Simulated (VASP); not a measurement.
# WSe2 in VASP: notebook, part 2 of 2

VASP 6.6.1.

### Step 3. Single point, PBE+D3(BJ)

This run uses another cell than the first one: it holds 9 atoms, not 6.

The input, INCAR:

```
PREC = Accurate ; ENCUT = 520
EDIFF = 1E-7 ; ISMEAR = 0
SIGMA = 0.05 ; LREAL = F
LASPH = T ; NELM = 80
ALGO = Normal ; ISIF = 2
LWAVE = F ; LCHARG = F
LDIPOL = T ; IDIPOL = 3
DIPOL = 0.5 0.5 0.500 ; GGA = PE
IVDW = 12 ; NBANDS = 49
```

The input, KPOINTS:

```
Automatic mesh
0
Gamma
  9 9 1
```

The input, POSCAR:

```
WSe2
1.0
    3.2790276211      0.0000000000      0.0000000000
   -1.6395138105      2.8397212196      0.0000000000
    0.0000000000      0.0000000000     33.1573580427
Se W
6 3
Direct
    0.6666666667      0.3333333333      0.2563533557
    0.6666666667      0.3333333333      0.3579520603
    0.3333333333      0.6666666667      0.4492006477
    0.3333333333      0.6666666667      0.5508037100
    0.6666666667      0.3333333333      0.6422002495
    0.6666666667      0.3333333333      0.7438902688
    0.3333333333      0.6666666667      0.3071527080
    0.6666666667      0.3333333333      0.5000026587
    0.3333333333      0.6666666667      0.6930350205
```

Potentials or basis: VASP PAW PBE potentials, release 64 (Se, W_sv).

On the command line:

```bash
> cat potpaw_PBE.64/Se/POTCAR potpaw_PBE.64/W_sv/POTCAR > POTCAR
> mpirun -np 1 vasp_std > vasp.out
```

OUTCAR:

```text
PREC = Accurate
   ENCUT = 520
   EDIFF = 1E-7
   ISMEAR = 0
   LREAL = F
   LASPH = T
   NELM = 80
   ISIF = 2
   GGA = PE
   IVDW = 12
 IVDW          = 12

 ion  position               nearest neighbor table
   1  0.667  0.333  0.256-   7 2.53   7 2.53   7 2.53
   2  0.667  0.333  0.358-   7 2.53   7 2.53   7 2.53
   3  0.333  0.667  0.449-   8 2.53   8 2.53   8 2.53
   4  0.333  0.667  0.551-   8 2.53   8 2.53   8 2.53
   5  0.667  0.333  0.642-   9 2.53   9 2.53   9 2.53
   6  0.667  0.333  0.744-   9 2.54   9 2.54   9 2.54
   7  0.333  0.667  0.307-   1 2.53   2 2.53   1 2.53   2 2.53   1 2.53   2 2.53
   8  0.667  0.333  0.500-   4 2.53   4 2.53   4 2.53   3 2.53   3 2.53   3 2.53
   9  0.333  0.667  0.693-   5 2.53   5 2.53   5 2.53   6 2.54   6 2.54   6 2.54

  LATTYP: Found a hexagonal cell.
 ALAT       =     3.2790276211
 C/A-ratio  =    10.1119483805

  Lattice vectors:

 A1 = (   3.2790276211,   0.0000000000,   0.0000000000)
 A2 = (  -1.6395138105,   2.8397212196,   0.0000000000)
 A3 = (   0.0000000000,   0.0000000000,  33.1573580427)

Analysis of symmetry for initial positions (statically):
=====================================================================
 Subroutine PRICEL returns:
 Original cell was already a primitive cell.

 Routine SETGRP: Setting up the symmetry group for a
 hexagonal supercell.

 Subroutine GETGRP returns: Found  6 space group operations
 (whereof  6 operations were pure point group operations)
 out of a pool of 24 trial point group operations.

The static configuration has the point symmetry C_3v.

Analysis of symmetry for dynamics (positions and initial velocities):
=====================================================================
 Subroutine PRICEL returns:
 Original cell was already a primitive cell.

 Routine SETGRP: Setting up the symmetry group for a
 hexagonal supercell.

 Subroutine GETGRP returns: Found  6 space group operations
 (whereof  6 operations were pure point group operations)
 out of a pool of 24 trial point group operations.

[... 134 lines left out ...]
  energy-cutoff  :      520.00
  volume of cell :      308.75
 maximum number of plane-waves:      8388
   NGX = 13   NGY = 13   NGZ =123

 dipolmoment           0.000000      0.000000      0.000011 electrons x Angstroem

 number of electron      77.9999992 magnetization

 dipolmoment           0.000000      0.000000     -0.000017 electrons x Angstroem

 Free energy of the ion-electron system (eV)
  ---------------------------------------------------
  ext. energy  EPLUGINS =         0.00000000
  ---------------------------------------------------
  free energy    TOTEN  =       -64.68803281 eV

  energy without entropy =      -64.68803281  energy(sigma->0) =      -64.68803281

 E-fermi :   2.1057     XC(G=0):  -6.6382

 val. band max:        1.6933633298   @ k =   0.0000   0.0000   0.0000
 cond. band min:       2.8831597441   @ k =   0.2222   0.1111   0.0000
 fundamental gap:      1.1897964143
 Fermi energy:         2.1056787173

 k-point     1 :       0.0000    0.0000    0.0000
  band No.  band energies     occupation
      1     -72.5728      2.00000
      2     -72.5696      2.00000
      3     -72.5695      2.00000
      4     -36.8235      2.00000
      5     -36.8204      2.00000
      6     -36.8199      2.00000
[... 613 lines left out ...]
     48       4.9722      0.00000
     49       6.2193      0.00000

------------------------ aborting loop because EDIFF is reached ----------------------------------------

 vacuum level on the upper side and lower side of the slab       (xc-potential included)        -0.108        -0.109

 Edisp (eV)   -3.85178

 E8    (eV) :    -1.7530

  FORCE on cell =-STRESS in cart. coord.  units (eV):
  Direction    XX          YY          ZZ          XY          YZ          ZX
  --------------------------------------------------------------------------------------
  -------------------------------------------------------------------------------------
  Total       0.52002     0.52002     0.54815     0.00000    -0.00000     0.00000
  in kB       2.69855     2.69855     2.84451     0.00000    -0.00000     0.00000
  external pressure =        2.75 kB  Pullay stress =        0.00 kB

 VOLUME and BASIS-vectors are now :
 -----------------------------------------------------------------------------
  energy-cutoff  :      520.00
  volume of cell :      308.75
      direct lattice vectors                 reciprocal lattice vectors
     3.279027621  0.000000000  0.000000000     0.304968459  0.176073622  0.000000000
    -1.639513811  2.839721220  0.000000000     0.000000000  0.352147244  0.000000000
     0.000000000  0.000000000 33.157358043     0.000000000  0.000000000  0.030159218

 POSITION                                       TOTAL-FORCE (eV/Angst)
 -----------------------------------------------------------------------------------
      1.63951      0.94657      8.50000        -0.000000      0.000000     -0.078958
      1.63951      0.94657     11.86874         0.000000      0.000000      0.065905
     -0.00000      1.89315     14.89431        -0.000000      0.000000     -0.044733
     -0.00000      1.89315     18.26320        -0.000000      0.000000      0.047769
      1.63951      0.94657     21.29366        -0.000000      0.000000     -0.046922
      1.63951      0.94657     24.66544        -0.000000      0.000000      0.047477
     -0.00000      1.89315     10.18437        -0.000000      0.000000      0.008395
      1.63951      0.94657     16.57877         0.000000     -0.000000      0.000215
     -0.00000      1.89315     22.97921         0.000000     -0.000000      0.000852
 -----------------------------------------------------------------------------------
    total drift:                               -0.000000     -0.000000     -0.000084

  FREE ENERGIE OF THE ION-ELECTRON SYSTEM (eV)
  ---------------------------------------------------
  free  energy   TOTEN  =       -68.5398176137 eV

  energy  without entropy=      -68.5398176137  energy(sigma->0) =      -68.53981761

 vacuum level on the upper side and lower side of the slab         6.454         6.454
```

OSZICAR:

```text
N       E                     dE             d eps       ncg     rms          rms(c)
DAV:   1     0.741119144307E+03    0.74112E+03   -0.41256E+04  1392   0.142E+03
DAV:   2    -0.930913506538E+01   -0.75043E+03   -0.72713E+03  1401   0.363E+02
DAV:   3    -0.654153313847E+02   -0.56106E+02   -0.55066E+02  1446   0.926E+01
[... 20 lines left out ...]
DAV:  24    -0.646880302685E+02   -0.37104E-05   -0.11039E-07   904   0.705E-04    0.213E-04
DAV:  25    -0.646880308356E+02   -0.56702E-06   -0.93256E-09   904   0.294E-04    0.149E-04
DAV:  26    -0.646880325690E+02   -0.17335E-05   -0.78216E-08   936   0.391E-04    0.196E-04
DAV:  27    -0.646880327248E+02   -0.15571E-06   -0.44734E-09   848   0.168E-04    0.723E-05
DAV:  28    -0.646880328098E+02   -0.85088E-07   -0.17527E-09   736   0.839E-05
   1 F= -.68539818E+02 E0= -.68539818E+02  d E =-.102140E-32
```

It took 7.5 min on 1 thread of Intel Xeon Platinum 8175M at 2.50GHz (Skylake/Cascade Lake), shared host; peak memory 0.45 GiB.

Results:

```
Free energy                : -68.5398 eV
Largest force              : 0.079 eV/Å
Band gap on the k mesh     : 1.19 eV (least direct gap 1.60 eV)
Dispersion energy per atom : -0.428 eV
```

Forces on the atoms (eV/Å):
```
Se   0.000  0.000 -0.079
Se   0.000  0.000  0.066
Se   0.000  0.000 -0.045
Se   0.000  0.000  0.048
Se   0.000  0.000 -0.047
Se   0.000  0.000  0.047
W    0.000  0.000  0.008
W    0.000  0.000  0.000
W    0.000  0.000  0.001
```

Levels at points of the mesh, in eV from the valence-band top:
| k point | band 36 | band 37 | band 38 | band 39 | band 40 | band 41 | band 42 | band 43 |
| --- | --- | --- | --- | --- | --- | --- | --- | --- |
| (0.00, 0.00, 0.00) | -1.38 | -0.92 | -0.28 | 0.00 | 2.71 | 2.71 | 2.73 | 2.73 |

Caveat: spin-orbit coupling is left out, which moves the levels of the heavy elements.
